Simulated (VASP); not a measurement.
Write the native input for VASP 6.6.1 that does the following.

* Task: electric field gradients
* Functional: LDA
* Potentials or basis: VASP PAW LDA potentials, release 64 (Y_sv, S)
* Cutoff: 520 eV
* k mesh: 8 × 8 × 8
* Occupations: fermi-dirac, width 0.01 eV
* Spin: no spin polarisation
* Dipole correction: no
* Further INCAR settings: ALGO = Normal; EDIFF = 1e-08; NBANDS = 16

The structure of YS lies in POSCAR:

```
YS
1.0
    0.0548730000      2.7710865000      2.7710865000
    2.7710865000      0.0548730000      2.7710865000
    2.7710865000      2.7710865000      0.0548730000
Y S
1 1
Direct
    0.5000000000      0.5000000000      0.5000000000
    0.0000000000      0.0000000000      0.0000000000
```

This cell differs from its parent crystal: equal xy, yz and zx shear strains of +2 %.

These files were run (other wordings do the same):

INCAR

```
PREC = Accurate
ENCUT = 520
EDIFF = 1E-8
ISMEAR = -1
SIGMA = 0.01
LREAL = False
LASPH = True
NELM = 80
ALGO = Normal
ISIF = 2
LWAVE = False
LCHARG = False
LEFG = True
NBANDS = 16
```

KPOINTS

```
regular mesh
0
Gamma
  8 8 8
```

Potentials or basis: VASP PAW LDA potentials, release 64 (Y_sv, S).

Run with:

```sh
$ cat potpaw_LDA.64/Y_sv/POTCAR potpaw_LDA.64/S/POTCAR > POTCAR
$ mpirun -np 1 vasp_std > vasp.out
```

It gave:

| Item | Value |
| --- | --- |
| Pressure | -3.8 GPa |
| Band gap on the k mesh | zero (an odd number of electrons rules out a gap without spin polarisation) |
| Largest electric field gradient by atom | Y -3.8; S +4.1 V/Å² |

Caveat: the cell differs from its parent crystal (equal xy, yz and zx shear strains of +2 %); the cell stands under tension; without QUAD_EFG the Cq values of the log hold for a quadrupole moment of 1 mb, not for the nuclei.

It took 84 s on 1 thread of Intel(R) Xeon(R) Platinum 8259CL CPU @ 2.50GHz (Skylake/Cascade Lake), with other jobs on the host, peak memory 0.19 GiB.
